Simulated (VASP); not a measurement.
## H2CO: single point with PBE+D3(BJ)

The system is H2CO.

```
O C H
1.0
     7.87299    0.00000    0.00000
     0.00000    7.87299    0.00000
     0.00000    0.00000    7.87299
O C H
8 8 16
Cartesian
  2.7547 3.2922 3.3459
  5.5604 7.5276 1.6047
  3.1901 4.9763 6.7431
  -0.3700 1.9974 5.5451
  4.1958 0.9549 6.0352
  7.3484 6.7785 5.9498
  7.5014 3.4975 1.0429
  2.3890 6.2846 2.9492
  3.4237 2.2672 3.2498
  6.2053 6.5567 1.6371
  2.7317 5.0975 5.6242
  0.0181 1.4469 4.5374
  4.4977 1.8709 6.8017
  6.2617 6.8116 5.4302
  8.2342 2.8833 0.2778
  2.4875 6.2103 1.7388
  3.7863 1.9083 2.2363
  3.6101 1.5777 4.0513
  6.0378 5.7802 2.4405
  7.0798 6.2971 0.8618
  1.7462 5.5741 5.5361
  3.2443 4.8186 4.6188
  -0.5778 1.5841 3.5975
  0.8383 0.6497 4.5936
  4.8180 1.6396 7.8399
  4.5468 2.8927 6.4449
  5.3511 6.2643 5.6761
  6.0995 7.5172 4.6141
  9.1520 3.3768 -0.1732
  8.0401 1.8702 -0.0713
  3.2880 6.7911 1.2236
  1.6876 5.7056 1.1237
```

```yaml
Program: VASP 6.6.1
Task: single point
Functional: PBE
Dispersion: D3(BJ)
Potentials_or_basis: VASP PAW PBE potentials, release 64 (O_h, C_h, H_h)
Cutoff: 1000 eV
k_mesh: 1 × 1 × 1
Occupations: fermi-dirac, width 0.02 eV
Spin: no spin polarisation
```

```yaml
Pressure: 0.0 GPa
Largest_force: 4.974 eV/Å
Band_gap_on_the_k_mesh: 2.77 eV
Dispersion_energy_per_atom: -0.036 eV
```

Forces in eV/Å, atoms in the order of the input:
```
O    0.611 -0.941 -0.020
O   -2.003  3.386 -0.393
O    0.546 -0.437 -0.047
O    0.230  0.366 -0.026
O    0.084  0.676  0.748
O    0.331 -0.687  0.789
O    0.426 -0.540 -0.440
O    0.019 -0.087 -0.223
C   -0.980  0.688 -1.863
C    3.197 -3.786 -0.434
C    0.397  0.372 -0.772
C   -0.293 -0.875  0.300
C    0.214 -1.688 -0.747
C   -0.032  0.771 -0.584
C    0.153  1.370  0.276
C   -0.725  0.704  0.283
H    0.083  0.344  0.332
H    0.260 -0.473  1.178
H    0.177 -0.012 -0.282
H   -1.281  0.411  1.067
H   -0.498  0.027 -0.445
H   -0.404  0.268  1.523
H    0.553  0.000 -0.146
H   -0.401  0.813 -0.365
H   -0.125  0.140  0.155
H   -0.095  0.824 -0.013
H   -0.161 -0.750  0.649
H   -0.254  0.408 -0.737
H   -0.391 -0.225  0.285
H   -0.181 -0.628  0.076
H   -0.008 -0.413 -0.238
H    0.552 -0.024  0.112
```

Stress tensor (GPa, compression positive):
```
-0.65 -0.28  0.96
-0.28  1.07 -1.10
 0.96 -1.10 -0.35
```

Levels at points of the mesh, in eV from the valence-band top:
```csv
k point,band 46,band 47,band 48,band 49,band 50,band 51
"(0.00, 0.00, 0.00)",-0.32,-0.25,0.00,2.77,2.86,3.00
```

Run time: 2 min on 1 thread of Intel(R) Xeon(R) 6975P-C (Granite Rapids), with other jobs on the host, peak memory 1 GiB.

Caveat: the k points lie up to 0.80 Å⁻¹ apart; the atoms stand as in a frame of molecular dynamics.
